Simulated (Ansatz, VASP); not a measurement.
# As: VASP beside Ansatz

```
As
1.0
     4.80734    0.00000    0.00000
     0.00000    3.63390    0.00000
     0.00000    0.00000   28.27037
As
4
Direct
  0.07604 0.00000 0.37773
  0.42396 0.50000 0.37773
  0.57604 0.50000 0.29435
  0.92396 0.00000 0.29435
```

Alike in both runs: task single point; functional PBE; k mesh 6 × 8 × 1; occupations fermi-dirac, width 0.02 eV; no spin polarisation.

|  | VASP | Ansatz |
| --- | --- | --- |
| version | VASP 6.6.1 | Ansatz 0.2.0 |
| potentials or method | VASP PAW PBE potentials, release 64 (As) | plane waves, PAW |
| plane-wave cutoff (eV) | 520 | 420 |
| valence electrons in the cell | 20 | 60 |

```tsv
	VASP	Ansatz	Ansatz less VASP
gap on the k mesh at the Fermi level (eV)	0.91	0.92	+0.014
rms of the force components (eV/Å)	0.232	0.195	-0.0365
```

Atom by atom the forces differ by 0.037 eV/Å (rms over components). With one functional, cell and mesh, what is left measures potentials, basis and numerics. VASP's potentials hold 20 valence electrons a cell and Ansatz's 60, so a difference there can come from the potentials and not from the codes.
